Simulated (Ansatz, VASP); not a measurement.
This is a calculation of BiTe for Ansatz 0.2.0.

File input.yaml:

```yaml
crystal:
  lattice:
    - [0.0, 3.235, 3.235]
    - [3.235, 0.0, 3.235]
    - [3.235, 3.235, 0.0]
  atoms:
    - { symbol: Bi, position: [0.0, 0.0, 0.0] }
    - { symbol: Te, position: [0.5, 0.5, 0.5] }
hamiltonian:
  xc:
    exchange: pbe
    correlation: pbe
    exx: { coeff: 0.15, omega: 0.2078699 }
  pseudopotentials: { kind: paw }
kpoints:
  mp_grid: { grid: [4, 4, 4] }
scf:
  occupations: { method: fermi_dirac, width: 0.05 }
output:
  forces: true
  stress: true
  eigenvalues: true
```

Potentials or basis: Ansatz PAW.

The run is started by

```bash
$ ansatz run input.yaml --threads 2 --pin off --max-ram 5632MiB --backend cpu --events-out ev --progress --plain --runs-dir out
```

Translate it to VASP 6.6.1. Potentials there: VASP PAW PBE potentials, release 64 (Bi_d, Te).

As run (the cutoff follows the program's own potentials):

POSCAR

```
BiTe
1.0
    0.0000000000      3.2350000000      3.2350000000
    3.2350000000      0.0000000000      3.2350000000
    3.2350000000      3.2350000000      0.0000000000
Bi Te
1 1
Direct
    0.0000000000      0.0000000000      0.0000000000
    0.5000000000      0.5000000000      0.5000000000
```

Contents of INCAR.step1:

```
ALGO = Normal ; EDIFF = 1E-5
ENCUT = 520 ; GGA = PE
ISIF = 2 ; ISMEAR = -1
LASPH = True ; LCHARG = False
LREAL = False ; LWAVE = True
NBANDS = 18 ; NELM = 60
PREC = Accurate ; SIGMA = 0.05
```

File INCAR.step2:

```
AEXX = 0.15 ; ALGO = Normal
EDIFF = 1E-7 ; ENCUT = 520
GGA = PE ; HFSCREEN = 0.2078699
ISIF = 2 ; ISMEAR = -1
ISTART = 1 ; LASPH = True
LCHARG = False ; LHFCALC = True
LREAL = False ; LWAVE = False
NBANDS = 18 ; NELM = 60
PREC = Accurate ; PRECFOCK = Normal
SIGMA = 0.05
```

KPOINTS

```
k-points
0
Gamma
  4 4 4
```

Potentials or basis: VASP PAW PBE potentials, release 64 (Bi_d, Te).

Command:

```bash
$ cat potpaw_PBE.64/Bi_d/POTCAR potpaw_PBE.64/Te/POTCAR > POTCAR
$ cp INCAR.step1 INCAR
$ mpirun -np 1 vasp_std > vasp.out
$ cp INCAR.step2 INCAR
$ mpirun -np 1 vasp_std > vasp.out
```

Both were run:

|  | VASP | Ansatz | Ansatz less VASP |
| --- | --- | --- | --- |
| gap on the k mesh at the Fermi level (eV) | none | none | - |
| pressure (GPa) | -0.6 | -0.5 | +0.10 |

VASP's potentials were made for PBE, not for PBE-based screened hybrid. A gap of «none» marks a metal or a gap that the smearing closes. VASP's potentials hold 21 valence electrons a cell and Ansatz's 31, so a difference there can come from the potentials and not from the codes.

The k mesh is coarse, so the values compare programs but aren't converged. Spin-orbit coupling is off throughout.
